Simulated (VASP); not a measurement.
# In3Se (Pm-3m) in VASP: single point with PBE

Aim: the single point of In3Se with PBE.

Program: VASP 6.6.1. These are calculated values, not measurements. Logs are shortened: lines on timing, memory, paths and dates and some standing lists are left out, and cuts for length are marked.

## Step 1: The cell of the first run

It takes space group Pm-3m (No. 221, cubic). Conventional cell: a = 4.790 Å, b = 4.790 Å, c = 4.790 Å, α = 90.00°, β = 90.00°, γ = 90.00°. Within 4.5 Å of In (site symmetry 4/mmm) lie 8 In at 3.39 Å and 4 Se at 3.39 Å. Within 4.5 Å of In (site symmetry 4/mmm) lie 8 In at 3.39 Å and 4 Se at 3.39 Å. Within 4.5 Å of Se (site symmetry m-3m) lie 12 In at 3.39 Å.

## Step 2: Single point, PBE

INCAR reads:

```
PREC = Accurate
ENCUT = 520
EDIFF = 1E-6
ISMEAR = 0
SIGMA = 0.15
LREAL = False
LASPH = True
NELM = 100
ALGO = Normal
ISIF = 2
LWAVE = False
LCHARG = True
GGA = PE
LELF = True
LVHAR = True
NBANDS = 55
```

KPOINTS reads:

```
Automatic mesh
0
Gamma
  10 10 6
```

POSCAR reads:

```
In3Se
1.0
    4.7904425522      0.0000000000      0.0000000000
    0.0000000000      4.7904425522      0.0000000000
    0.0000000000      0.0000000000      9.5808851043
In Se
6 2
Direct
    0.0000000000      0.5000000000      0.2500000000
    0.0000000000      0.5000000000      0.7500000000
    0.5000000000      0.0000000000      0.2500000000
    0.5000000000      0.0000000000      0.7500000000
    0.5000000000      0.5000000000      0.0000000000
    0.5000000000      0.5000000000      0.5000000000
    0.0000000000      0.0000000000      0.5000000000
    0.0000000000      0.0000000000      0.0000000000
```

Potentials or basis: VASP PAW PBE potentials, release 64 (In_d, Se).

The run is started by

```console
cat potpaw_PBE.64/In_d/POTCAR potpaw_PBE.64/Se/POTCAR > POTCAR
mpirun -np 1 vasp_std > vasp.out
```

OUTCAR:

```text
PREC = Accurate
   ENCUT = 520
   EDIFF = 1E-6
   ISMEAR = 0
   LREAL = False
   LASPH = True
   NELM = 100
   ISIF = 2
   GGA = PE

 ion  position               nearest neighbor table
   1  0.000  0.500  0.250-   5 3.39   6 3.39   7 3.39   8 3.39   7 3.39   8 3.39   5 3.39   6 3.39
                             3 3.39   3 3.39   3 3.39   3 3.39
   2  0.000  0.500  0.750-   5 3.39   6 3.39   7 3.39   8 3.39   7 3.39   8 3.39   5 3.39   6 3.39
                             4 3.39   4 3.39   4 3.39   4 3.39
   3  0.500  0.000  0.250-   5 3.39   6 3.39   7 3.39   8 3.39   5 3.39   6 3.39   7 3.39   8 3.39
                             1 3.39   1 3.39   1 3.39   1 3.39
   4  0.500  0.000  0.750-   5 3.39   6 3.39   7 3.39   8 3.39   5 3.39   6 3.39   7 3.39   8 3.39
                             2 3.39   2 3.39   2 3.39   2 3.39
   5  0.500  0.500  0.000-   1 3.39   2 3.39   3 3.39   4 3.39   3 3.39   4 3.39   1 3.39   2 3.39
                             8 3.39   8 3.39   8 3.39   8 3.39
   6  0.500  0.500  0.500-   1 3.39   2 3.39   3 3.39   4 3.39   3 3.39   4 3.39   1 3.39   2 3.39
                             7 3.39   7 3.39   7 3.39   7 3.39
   7  0.000  0.000  0.500-   1 3.39   2 3.39   3 3.39   4 3.39   1 3.39   2 3.39   3 3.39   4 3.39
                             6 3.39   6 3.39   6 3.39   6 3.39
   8  0.000  0.000  0.000-   1 3.39   2 3.39   3 3.39   4 3.39   1 3.39   2 3.39   3 3.39   4 3.39
                             5 3.39   5 3.39   5 3.39   5 3.39

  LATTYP: Found a simple tetragonal cell.
 ALAT       =     4.7904425522
 C/A-ratio  =     2.0000000000

  Lattice vectors:

 A1 = (   4.7904425522,   0.0000000000,   0.0000000000)
 A2 = (   0.0000000000,   4.7904425522,   0.0000000000)
 A3 = (   0.0000000000,   0.0000000000,   9.5808851043)

Analysis of symmetry for initial positions (statically):
=====================================================================
 Subroutine PRICEL returns following result:

  LATTYP: Found a simple cubic cell.
 ALAT       =     4.7904425522

  Lattice vectors:

 A1 = (   4.7904425522,   0.0000000000,   0.0000000000)
 A2 = (   0.0000000000,   4.7904425522,   0.0000000000)
 A3 = (   0.0000000000,   0.0000000000,   4.7904425522)

   2 primitive cells build up your supercell.

 Routine SETGRP: Setting up the symmetry group for a
 simple tetragonal supercell.

 Subroutine GETGRP returns: Found 16 space group operations
 (whereof 16 operations were pure point group operations)
 out of a pool of 16 trial point group operations.

The static configuration has the point symmetry D_4h.

Analysis of symmetry for dynamics (positions and initial velocities):
=====================================================================
 Subroutine PRICEL returns following result:

  LATTYP: Found a simple cubic cell.
 ALAT       =     4.7904425522

  Lattice vectors:

 A1 = (   4.7904425522,   0.0000000000,   0.0000000000)
 A2 = (   0.0000000000,   4.7904425522,   0.0000000000)
 A3 = (   0.0000000000,   0.0000000000,   4.7904425522)

   2 primitive cells build up your supercell.

 Routine SETGRP: Setting up the symmetry group for a
 simple tetragonal supercell.

 Subroutine GETGRP returns: Found 16 space group operations
 (whereof 16 operations were pure point group operations)
 out of a pool of 16 trial point group operations.

The dynamic configuration has the point symmetry D_4h.

 Subroutine INISYM returns: Found 16 space group operations
 (whereof 16 operations are pure point group operations),
 and found     2 'primitive' translations

----------------------------------------------------------------------------------------

                                     Primitive cell

  volume of cell :     109.9327

  direct lattice vectors                    reciprocal lattice vectors
     4.790442552  0.000000000  0.000000000     0.208748981  0.000000000  0.000000000
     0.000000000  4.790442552  0.000000000     0.000000000  0.208748981  0.000000000
     0.000000000  0.000000000  4.790442552     0.000000000  0.000000000  0.208748981

  length of vectors
     4.790442552  4.790442552  4.790442552     0.208748981  0.208748981  0.208748981

  position of ions in fractional coordinates (direct lattice)
     0.000000000  0.500000000  0.500000000
     0.500000000  0.000000000  0.500000000
     0.500000000  0.500000000  0.000000000
     0.000000000  0.000000000  1.000000000

  ion indices of the primitive-cell ions
   primitive index   ion index
                 1           1
                 2           3
                 3           5
                 4           7

----------------------------------------------------------------------------------------

 KPOINTS: Automatic mesh

Automatic generation of k-mesh.
 Grid dimensions read from file:
 generate k-points for:   10   10    6

 Generating k-lattice:

  Cartesian coordinates                     Fractional coordinates (reciprocal lattice)
     0.020874898  0.000000000  0.000000000     0.100000000  0.000000000  0.000000000
     0.000000000  0.020874898  0.000000000     0.000000000  0.100000000  0.000000000
     0.000000000  0.000000000  0.017395748     0.000000000  0.000000000  0.166666667

  Length of vectors
     0.020874898  0.020874898  0.017395748

  Shift w.r.t. Gamma in fractional coordinates (k-lattice)
     0.000000000  0.000000000  0.000000000

 Subroutine IBZKPT returns following result:
 ===========================================

 Found     84 irreducible k-points:

 Following reciprocal coordinates:
            Coordinates               Weight
  0.000000  0.000000  0.000000      1.000000
  0.100000  0.000000  0.000000      4.000000
  0.200000  0.000000  0.000000      4.000000
  0.300000  0.000000  0.000000      4.000000
  0.400000  0.000000  0.000000      4.000000
  0.500000  0.000000  0.000000      2.000000
[... 16 lines left out ...]
  0.100000  0.000000  0.166667      8.000000
  0.200000  0.000000  0.166667      8.000000
 [... further k-points ...]
   k-points           NKPTS =     84   k-points in BZ     NKDIM =     84   number of bands    NBANDS=     55
   number of dos      NEDOS =    301   number of ions     NIONS =      8
   total plane-waves  NPLWV =  93312
   dimension x,y,z NGX =    36 NGY =   36 NGZ =   72
   dimension x,y,z NGXF=    72 NGYF=   72 NGZF=  144
   ions per type =               6   2
   NGX,Y,Z   is equivalent  to a cutoff of  12.49, 12.49, 12.49 a.u.
   NGXF,Y,Z  is equivalent  to a cutoff of  24.99, 24.99, 24.99 a.u.
 SYSTEM =  unknown system
   PREC   = accura    normal or accurate (medium, high low for compatibility)
   ISTART =      0    job   : 0-new  1-cont  2-samecut
   ICHARG =      2    charge: 1-file 2-atom 10-const
   ISPIN  =      1    spin polarized calculation?
   LNONCOLLINEAR =      F non collinear calculations
   LSORBIT =      F    spin-orbit coupling
   LASPH  =      T    aspherical Exc in radial PAW
   ENCUT  =  520.0 eV  38.22 Ry    6.18 a.u.   8.91  8.91 17.81*2*pi/ulx,y,z
   NELM   =    100;   NELMIN=  2; NELMDL= -5     # of ELM steps
   EDIFF  = 0.1E-05   stopping-criterion for ELM
   LREAL  =      F    real-space projection
   EDIFFG = 0.1E-04   stopping-criterion for IOM
   NSW    =      0    number of steps for IOM
   IBRION =     -1    ionic relax: 0-MD 1-quasi-New 2-CG
   NFREE  =      0    steps in history (QN), initial steepest desc. (CG)
   ISIF   =      2    stress and relaxation
   ISYM   =      2    0-nonsym 1-usesym 2-fastsym
   POTIM  = 0.5000    time-step for ionic-motion
   TEBEG  =    0.0;   TEEND  =   0.0 temperature during run
   PSTRESS=    0.0 pullay stress
   NELECT =      90.0000    total number of electrons
   NUPDOWN=      -1.0000    fix difference up-down
   EMIN   =  10.00;   EMAX   =-10.00  energy-range for DOS
   EFERMI =   0.00;   METHOD = LEGACY
   ISMEAR =     0;   SIGMA  =   0.15  broadening in eV -4-tet -1-fermi 0-gaus
   EFERMI_NEDOS =   21; number of points for ismear=-14 and -15
   IALGO  =     38    algorithm
   IMIX   =      4    mixing-type and parameters
     AMIX     =   0.40;   BMIX     =  1.00
     AMIX_MAG =   1.60;   BMIX_MAG =  1.00
  volume/ion in A,a.u.               =      27.48       185.47
  Fermi-wavevector in a.u.,A,eV,Ry     =   1.215542  2.297042 20.103190  1.477543
  Thomas-Fermi vector in A             =   2.350926
   LORBIT       =      0    0 simple, 1 ext, 2 COOP (PROOUT), +10 PAW based schemes
   GGA     = PE    functional components
   LHFCALC =     F    Hartree Fock is set to
   AEXX    =    0.0000 exact exchange contribution
   IVDW    =     0    specifies the selected vdW correction
   LEPSILON=     F    determine dielectric tensor
   LRPA    =     F    only Hartree local field effects (RPA)
 non-spin polarized calculation
 Gauss-broadening in eV      SIGMA  =   0.15
  energy-cutoff  :      520.00
  volume of cell :      219.87
 maximum number of plane-waves:      5984
 NGX is ok and might be reduce to    36
   NGX = 17   NGY = 17   NGZ = 35

 number of electron      90.0000067 magnetization

 Free energy of the ion-electron system (eV)
  ---------------------------------------------------
  ext. energy  EPLUGINS =         0.00000000
  ---------------------------------------------------
  free energy    TOTEN  =       -23.38312040 eV

  energy without entropy =      -23.34887350  energy(sigma->0) =      -23.36599695

 E-fermi :   6.0241     XC(G=0):  -9.7787

 val. band max:        6.0237726577   @ k =   0.1000   0.0000   0.0000
 cond. band min:       6.0248381444   @ k =   0.5000   0.1000   0.0000
 fundamental gap:      0.0010654866
 Fermi energy:         6.0240894164

 k-point     1 :       0.0000    0.0000    0.0000
  band No.  band energies     occupation
      1      -8.7575      2.00000
      2      -8.7540      2.00000
      3      -8.7525      2.00000
      4      -8.7525      2.00000
      5      -8.7362      2.00000
      6      -8.6411      2.00000
[... 47 lines left out ...]
     54      10.2566      0.00000
     55      10.2593      0.00000

 k-point     2 :       0.1000    0.0000    0.0000
  band No.  band energies     occupation
      1      -8.7509      2.00000
      2      -8.7489      2.00000
      3      -8.7450      2.00000
      4      -8.7435      2.00000
      5      -8.7280      2.00000
      6      -8.6397      2.00000
[... 47 lines left out ...]
     54       9.7874      0.00000
     55      10.0252      0.00000

 k-point     3 :       0.2000    0.0000    0.0000
  band No.  band energies     occupation
      1      -8.7465      2.00000
      2      -8.7245      2.00000
      3      -8.7185      2.00000
      4      -8.7170      2.00000
      5      -8.7042      2.00000
      6      -8.6386      2.00000
[... 1152 lines left out ...]
 k-point    23 :       0.1000    0.0000    0.1667
  band No.  band energies     occupation
      1      -8.7468      2.00000
      2      -8.7452      2.00000
      3      -8.7417      2.00000
      4      -8.7358      2.00000
      5      -8.7293      2.00000
      6      -8.6513      2.00000
[... 47 lines left out ...]
     54       9.7440      0.00000
     55       9.8576      0.00000

 k-point    24 :       0.2000    0.0000    0.1667
  band No.  band energies     occupation
      1      -8.7413      2.00000
      2      -8.7244      2.00000
      3      -8.7165      2.00000
      4      -8.7083      2.00000
      5      -8.7059      2.00000
      6      -8.6557      2.00000
[... 47 lines left out ...]
     54       9.5270      0.00000
     55       9.7128      0.00000

 [... further k-points ...]

------------------------ aborting loop because EDIFF is reached ----------------------------------------

  FORCE on cell =-STRESS in cart. coord.  units (eV):
  Direction    XX          YY          ZZ          XY          YZ          ZX
  --------------------------------------------------------------------------------------
  -------------------------------------------------------------------------------------
  Total       -0.0840408     -0.0840408     -0.0812772      0.0000000      0.0000000      0.0000000
  in kB       -0.6124119     -0.6124119     -0.5922739      0.0000000      0.0000000      0.0000000
  external PRESSURE =      -0.6056993 kB  Pullay stress =       0.0000000 kB

 VOLUME and BASIS-vectors are now :
 -----------------------------------------------------------------------------
  energy-cutoff  :      520.00
  volume of cell :      219.87
      direct lattice vectors                 reciprocal lattice vectors
     4.790442552  0.000000000  0.000000000     0.208748981  0.000000000  0.000000000
     0.000000000  4.790442552  0.000000000     0.000000000  0.208748981  0.000000000
     0.000000000  0.000000000  9.580885104     0.000000000  0.000000000  0.104374490

 POSITION                                       TOTAL-FORCE (eV/Angst)
 -----------------------------------------------------------------------------------
      0.00000      2.39522      2.39522         0.000000      0.000000      0.000000
      0.00000      2.39522      7.18566         0.000000      0.000000      0.000000
      2.39522      0.00000      2.39522        -0.000000     -0.000000      0.000000
      2.39522      0.00000      7.18566        -0.000000     -0.000000     -0.000000
      2.39522      2.39522      0.00000         0.000000      0.000000      0.000000
      2.39522      2.39522      4.79044         0.000000      0.000000      0.000000
      0.00000      0.00000      4.79044         0.000000     -0.000000      0.000000
      0.00000      0.00000      0.00000         0.000000     -0.000000      0.000000
 -----------------------------------------------------------------------------------
    total drift:                                0.000000      0.000000      0.000000

  FREE ENERGIE OF THE ION-ELECTRON SYSTEM (eV)
  ---------------------------------------------------
  free  energy   TOTEN  =       -23.3831204023 eV

  energy  without entropy=      -23.3488735007  energy(sigma->0) =      -23.36599695
```

Wall time 7.6 min (1 thread of AMD EPYC 9R45 (Zen 5), shared host); peak memory 0.77 GiB.

Results:

```yaml
Free_energy: -23.3831 eV
Pressure: -0.1 GPa
Band_gap_on_the_k_mesh: zero (bands 45 and 46 overlap by 2.11 eV)
```

Caveat: spin-orbit coupling is left out, which moves the levels of the heavy elements.
